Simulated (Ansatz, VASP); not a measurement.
Two plane-wave programs on CaB6

```
CELL_PARAMETERS angstrom
4.06306 0.00000 0.00000
0.00000 4.06306 0.00000
0.00000 0.00000 4.06306
ATOMIC_POSITIONS crystal
Ca 0.50000 0.50000 0.50000
B 0.00000 0.00000 0.29874
B 0.00000 0.00000 0.70126
B 0.29874 0.00000 0.00000
B 0.70126 0.00000 0.00000
B 0.00000 0.29874 0.00000
B 0.00000 0.70126 0.00000
```

Alike in both runs: task relaxation of the atoms; functional PBE; k mesh 8 × 8 × 8; occupations gaussian, width 0.01 eV; no spin polarisation.

|  | VASP | Ansatz |
| --- | --- | --- |
| version | VASP 6.6.1 | Ansatz 0.2.0 |
| potentials or method | VASP PAW PBE potentials, release 64 (Ca_sv, B), cutoff 520 eV | scalar-relativistic, plane waves, PAW |
| valence electrons in the cell | 28 | 28 |

```tsv
	VASP	Ansatz	Ansatz less VASP
gap on the k mesh at the Fermi level, each at its own relaxed structure (eV)	0.02	0.03	+0.008
```

Ansatz's warnings: stress scf threshold loose.
